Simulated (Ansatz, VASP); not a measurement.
## Zr in VASP and in Ansatz

Contents of INCAR:

```
SYSTEM = Zr
PREC = Accurate ; ENCUT = 520
EDIFF = 1E-6 ; ISMEAR = -1
SIGMA = 0.03 ; LREAL = .False.
LASPH = .True. ; NELM = 80
ALGO = Normal ; ISIF = 2
LWAVE = .False. ; LCHARG = .False.
GGA = PE ; NBANDS = 19
```

The input KPOINTS:

```
regular mesh
0
Gamma
  11 11 6
  0 0 0
```

POSCAR

```
Zr
1.0
    3.2318821451      0.0000000000      0.0000000000
   -1.6159410725      2.7988920397      0.0000000000
    0.0000000000      0.0000000000      5.1741041053
Zr
2
Direct
    0.3333333333      0.6666666667      0.2500000000
    0.6666666667      0.3333333333      0.7500000000
```

Input for Ansatz:

```yaml
crystal:
  lattice:
    - [3.2318821451, 0.0, 0.0]
    - [-1.6159410725, 2.7988920397, 0.0]
    - [0.0, 0.0, 5.1741041053]
  atoms:
    - { symbol: Zr, position: [0.3333333333, 0.6666666667, 0.25] }
    - { symbol: Zr, position: [0.6666666667, 0.3333333333, 0.75] }
hamiltonian:
  xc: pbe
  pseudopotentials:
    kind: paw
    azcp:
      Zr: "pseudopotentials/Zr.paw.azcp"
basis:
  ecutwfc: 420
  fft_grid_basis: typed
kpoints:
  mp_grid: { grid: [11, 11, 6], shift: [0, 0, 0] }
magnetization:
  spin_polarized: false
scf:
  occupations: { method: fermi_dirac, width: 0.03 }
  lower_state_search: "off"
output:
  stress: true
  write_density: true
  write_potential: true
  elf: true
  volumetric_format: npy
```

Alike in both runs: task single point; functional PBE; k mesh 11 × 11 × 6; occupations fermi-dirac, width 0.03 eV; no spin polarisation.

|  | VASP | Ansatz |
| --- | --- | --- |
| version | VASP 6.6.1 | Ansatz 0.2.0 |
| potentials or method | VASP PAW PBE potentials, release 64 (Zr_sv), cutoff 520 eV | plane waves (420 eV) with PAW, scalar-relativistic |
| valence electrons in the cell | 24 | 24 |

```csv
,VASP,Ansatz,Ansatz less VASP
pressure (GPa),-0.1,-0.1,-0.03
"traceless stress, the component that is largest in VASP (GPa)",-0.25,-0.25,0.000
```

The functional is the same, so the differences come from potentials, cutoffs and numerics.
